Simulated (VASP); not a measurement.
# BeB2P3 in VASP: notebook, part 2 of 2

VASP 6.6.1. Earlier steps stand in the parts before.

## Step 3: Single point, PBE

INCAR

```
PREC = Accurate ; ENCUT = 520
EDIFF = 1E-6 ; ISMEAR = 0
SIGMA = 0.1 ; LREAL = F
LASPH = T ; NELM = 60
ALGO = Normal ; ISIF = 2
LWAVE = F ; LCHARG = F
GGA = PE ; NBANDS = 20
```

KPOINTS

```
regular mesh
0
Gamma
  6 12 12
```

POSCAR

```
BeB2P3
1.0
    6.1059045976      0.0000000000      0.0000000000
    0.0000000000      1.7862361515      3.8397838465
    0.0000000000     -1.7862361515      3.8397838465
Be B P
1 2 3
Direct
    0.0000000000      0.3411480266      0.3411480266
    0.7375513535      0.1583921723      0.1583921723
    0.2624486465      0.1583921723      0.1583921723
    0.5000000000      0.3174199191      0.3174199191
    0.0000000000      0.0217643523      0.0217643523
    0.5000000000      0.0028833574      0.0028833574
```

Potentials or basis: VASP PAW PBE potentials, release 64 (Be, B, P).

Started as:

```console
cat potpaw_PBE.64/Be/POTCAR potpaw_PBE.64/B/POTCAR potpaw_PBE.64/P/POTCAR > POTCAR
mpirun -np 1 vasp_std > vasp.out
```

OUTCAR:

```text
PREC = Accurate
   ENCUT = 520
   EDIFF = 1E-6
   ISMEAR = 0
   LREAL = F
   LASPH = T
   NELM = 60
   ISIF = 2
   GGA = PE

 ion  position               nearest neighbor table
   1  0.000  0.341  0.341-   2 2.13   3 2.13   5 2.26   5 2.26   5 2.45
   2  0.738  0.158  0.158-   6 1.88   4 1.90   5 1.92   1 2.13
   3  0.262  0.158  0.158-   6 1.88   4 1.90   5 1.92   1 2.13
   4  0.500  0.317  0.317-   2 1.90   3 1.90   6 2.28   6 2.28   6 2.42
   5  0.000  0.022  0.022-   2 1.92   3 1.92   1 2.26   1 2.26   1 2.45
   6  0.500  0.003  0.003-   2 1.88   3 1.88   4 2.28   4 2.28   4 2.42

  LATTYP: Found a base centered orthorhombic cell.
 ALAT       =     3.5724723030
 B/A-ratio  =     2.1496507297
 C/A-ratio  =     1.7091537960

  Lattice vectors:

 A1 = (   0.0000000000,   1.7862361515,  -3.8397838465)
 A2 = (   0.0000000000,   1.7862361515,   3.8397838465)
 A3 = (   6.1059045976,   0.0000000000,   0.0000000000)

Analysis of symmetry for initial positions (statically):
=====================================================================
 Subroutine PRICEL returns:
 Original cell was already a primitive cell.

 Routine SETGRP: Setting up the symmetry group for a
 base centered orthorhombic supercell.

 Subroutine GETGRP returns: Found  4 space group operations
 (whereof  4 operations were pure point group operations)
 out of a pool of  8 trial point group operations.

The static configuration has the point symmetry C_2v.

Analysis of symmetry for dynamics (positions and initial velocities):
=====================================================================
 Subroutine PRICEL returns:
 Original cell was already a primitive cell.

 Routine SETGRP: Setting up the symmetry group for a
 base centered orthorhombic supercell.

 Subroutine GETGRP returns: Found  4 space group operations
 (whereof  4 operations were pure point group operations)
 out of a pool of  8 trial point group operations.

The dynamic configuration has the point symmetry C_2v.

 Subroutine INISYM returns: Found  4 space group operations
 (whereof  4 operations are pure point group operations),
 and found     1 'primitive' translations

----------------------------------------------------------------------------------------

                                     Primitive cell

  volume of cell :      83.7579

  direct lattice vectors                    reciprocal lattice vectors
     6.105904598  0.000000000  0.000000000     0.163775897  0.000000000  0.000000000
     0.000000000  1.786236152  3.839783847     0.000000000  0.279918195  0.130215663
     0.000000000 -1.786236152  3.839783847     0.000000000 -0.279918195  0.130215663

  length of vectors
     6.105904598  4.234923798  4.234923798     0.163775897  0.308723687  0.308723687

  position of ions in fractional coordinates (direct lattice)
     0.000000000  0.341148027  0.341148027
     0.737551354  0.158392172  0.158392172
     0.262448646  0.158392172  0.158392172
     0.500000000  0.317419919  0.317419919
     0.000000000  0.021764352  0.021764352
     0.500000000  0.002883357  0.002883357

  ion indices of the primitive-cell ions
   primitive index   ion index
                 1           1
                 2           2
                 3           3
                 4           4
[... 32 lines left out ...]
  0.166667  0.000000  0.000000      2.000000
  0.333333  0.000000  0.000000      2.000000
  0.500000  0.000000  0.000000      1.000000
  0.000000  0.083333  0.000000      4.000000
  0.166667  0.083333  0.000000      8.000000
[... 16 lines left out ...]
  0.333333  0.416667 -0.000000      8.000000
  0.500000  0.416667 -0.000000      4.000000
 [... further k-points ...]
   k-points           NKPTS =    172   k-points in BZ     NKDIM =    172   number of bands    NBANDS=     20
   number of dos      NEDOS =    301   number of ions     NIONS =      6
   total plane-waves  NPLWV =  49152
   dimension x,y,z NGX =    48 NGY =   32 NGZ =   32
   dimension x,y,z NGXF=    96 NGYF=   64 NGZF=   64
   ions per type =               1   2   3
   NGX,Y,Z   is equivalent  to a cutoff of  13.07, 12.56, 12.56 a.u.
   NGXF,Y,Z  is equivalent  to a cutoff of  26.14, 25.12, 25.12 a.u.
 SYSTEM =  unknown system
   PREC   = accura    normal or accurate (medium, high low for compatibility)
   ISTART =      0    job   : 0-new  1-cont  2-samecut
   ICHARG =      2    charge: 1-file 2-atom 10-const
   ISPIN  =      1    spin polarized calculation?
   LNONCOLLINEAR =      F non collinear calculations
   LSORBIT =      F    spin-orbit coupling
   LASPH  =      T    aspherical Exc in radial PAW
   ENCUT  =  520.0 eV  38.22 Ry    6.18 a.u.  11.35  7.87  7.87*2*pi/ulx,y,z
   NELM   =     60;   NELMIN=  2; NELMDL= -5     # of ELM steps
   EDIFF  = 0.1E-05   stopping-criterion for ELM
   LREAL  =      F    real-space projection
   EDIFFG = 0.1E-04   stopping-criterion for IOM
   NSW    =      0    number of steps for IOM
   IBRION =     -1    ionic relax: 0-MD 1-quasi-New 2-CG
   NFREE  =      0    steps in history (QN), initial steepest desc. (CG)
   ISIF   =      2    stress and relaxation
   ISYM   =      2    0-nonsym 1-usesym 2-fastsym
   POTIM  = 0.5000    time-step for ionic-motion
   TEBEG  =    0.0;   TEEND  =   0.0 temperature during run
   PSTRESS=    0.0 pullay stress
   NELECT =      23.0000    total number of electrons
   NUPDOWN=      -1.0000    fix difference up-down
   EMIN   =  10.00;   EMAX   =-10.00  energy-range for DOS
   EFERMI =   0.00;   METHOD = LEGACY
   ISMEAR =     0;   SIGMA  =   0.10  broadening in eV -4-tet -1-fermi 0-gaus
   EFERMI_NEDOS =   21; number of points for ismear=-14 and -15
   IALGO  =     38    algorithm
   IMIX   =      4    mixing-type and parameters
     AMIX     =   0.40;   BMIX     =  1.00
     AMIX_MAG =   1.60;   BMIX_MAG =  1.00
  volume/ion in A,a.u.               =      13.96        94.20
  Fermi-wavevector in a.u.,A,eV,Ry     =   1.064083  2.010826 15.405508  1.132273
  Thomas-Fermi vector in A             =   2.199590
   LORBIT       =      0    0 simple, 1 ext, 2 COOP (PROOUT), +10 PAW based schemes
   GGA     = PE    functional components
   LHFCALC =     F    Hartree Fock is set to
   AEXX    =    0.0000 exact exchange contribution
   IVDW    =     0    specifies the selected vdW correction
   LEPSILON=     F    determine dielectric tensor
   LRPA    =     F    only Hartree local field effects (RPA)
 non-spin polarized calculation
 Gauss-broadening in eV      SIGMA  =   0.10
  energy-cutoff  :      520.00
  volume of cell :       83.76
 maximum number of plane-waves:      2282
 NGX is ok and might be reduce to    48
   NGX = 23   NGY = 15   NGZ = 15

 number of electron      22.9999999 magnetization

 Free energy of the ion-electron system (eV)
  ---------------------------------------------------
  ext. energy  EPLUGINS =         0.00000000
  ---------------------------------------------------
  free energy    TOTEN  =       -30.90901285 eV

  energy without entropy =      -30.89910582  energy(sigma->0) =      -30.90405934

 E-fermi :   6.3227     XC(G=0): -10.0036

 val. band max:        6.3059173899   @ k =   0.0000  -0.1667   0.0833
 cond. band min:       6.3247879971   @ k =   0.0000   0.4167  -0.0000
 fundamental gap:      0.0188706072
 Fermi energy:         6.3227194166

 k-point     1 :       0.0000    0.0000    0.0000
  band No.  band energies     occupation
      1      -9.9153      2.00000
      2      -6.3338      2.00000
      3      -3.6913      2.00000
      4      -1.7486      2.00000
      5      -1.5652      2.00000
      6       1.4728      2.00000
[... 541 lines left out ...]
     19      11.1495      0.00000
     20      13.7449      0.00000

 [... further k-points ...]

------------------------ aborting loop because EDIFF is reached ----------------------------------------

  FORCE on cell =-STRESS in cart. coord.  units (eV):
  Direction    XX          YY          ZZ          XY          YZ          ZX
  --------------------------------------------------------------------------------------
  -------------------------------------------------------------------------------------
  Total       -0.1229405     -0.0284289     -0.1861315      0.0000000      0.0000000      0.0000000
  in kB       -2.3516892     -0.5438076     -3.5604499      0.0000000      0.0000000      0.0000000
  external PRESSURE =      -2.1519822 kB  Pullay stress =       0.0000000 kB

 VOLUME and BASIS-vectors are now :
 -----------------------------------------------------------------------------
  energy-cutoff  :      520.00
  volume of cell :       83.76
      direct lattice vectors                 reciprocal lattice vectors
     6.105904598  0.000000000  0.000000000     0.163775897  0.000000000  0.000000000
     0.000000000  1.786236152  3.839783847     0.000000000  0.279918195  0.130215663
     0.000000000 -1.786236152  3.839783847     0.000000000 -0.279918195  0.130215663

 POSITION                                       TOTAL-FORCE (eV/Angst)
 -----------------------------------------------------------------------------------
      0.00000      0.00000      2.61987         0.000000      0.000000     -0.010069
      4.50342      0.00000      1.21638        -0.003347      0.000000     -0.009345
      1.60249      0.00000      1.21638         0.003347      0.000000     -0.009345
      3.05295      0.00000      2.43765         0.000000      0.000000     -0.033057
      0.00000      0.00000      0.16714         0.000000      0.000000      0.033583
      3.05295      0.00000      0.02214         0.000000      0.000000      0.028233
 -----------------------------------------------------------------------------------
    total drift:                               -0.000000     -0.000000      0.000088

  FREE ENERGIE OF THE ION-ELECTRON SYSTEM (eV)
  ---------------------------------------------------
  free  energy   TOTEN  =       -30.9090128544 eV

  energy  without entropy=      -30.8991058199  energy(sigma->0) =      -30.90405934
```

stdout:

```text
POSCAR found type information on POSCAR BeB P
 POSCAR found :  3 types and       6 ions
 scaLAPACK will be used
 LDA part: xc-table for (Slater+PW92), standard interpolation
 POSCAR, INCAR and KPOINTS ok, starting setup
 FFT: planning ... GRIDC
 FFT: planning ... GRID_SOFT
 FFT: planning ... GRID
 WAVECAR not read
 entering main loop
```

It took 4.8 min on 1 thread of Oxide Virtual Turin-like, shared host; peak memory 0.35 GiB.

What came out:

* Free energy: -30.9090 eV
* Pressure: -0.2 GPa
* Largest force: 0.034 eV/Å
* Band gap on the k mesh: zero (an odd number of electrons rules out a gap without spin polarisation)

Forces on the atoms (eV/Å):
```
Be   0.000  0.000 -0.010
B   -0.003  0.000 -0.009
B    0.003  0.000 -0.009
P    0.000  0.000 -0.033
P    0.000  0.000  0.034
P    0.000  0.000  0.028
```

Levels at points of the mesh, in eV from the Fermi level:
```csv
k point,band 9,band 10,band 11,band 12,band 13,band 14,band 15,band 16
"(0.00, 0.00, 0.00)",-3.06,-2.42,-0.86,-0.64,0.74,0.87,1.46,2.55
"(0.50, 0.00, 0.00)",-3.90,-1.89,-1.60,0.78,0.95,1.42,1.49,2.22
"(0.00, 0.50, 0.00)",-4.23,-3.00,-1.20,-0.12,0.05,1.47,2.76,3.29
"(0.50, 0.50, 0.00)",-4.76,-3.95,-1.58,-1.02,1.83,2.70,2.96,3.32
"(0.00, 0.50, 0.50)",-2.06,-1.25,-0.79,0.76,1.54,3.08,3.14,3.59
"(0.50, 0.50, 0.50)",-2.97,-2.68,-0.69,1.10,2.15,2.66,2.70,3.78
```
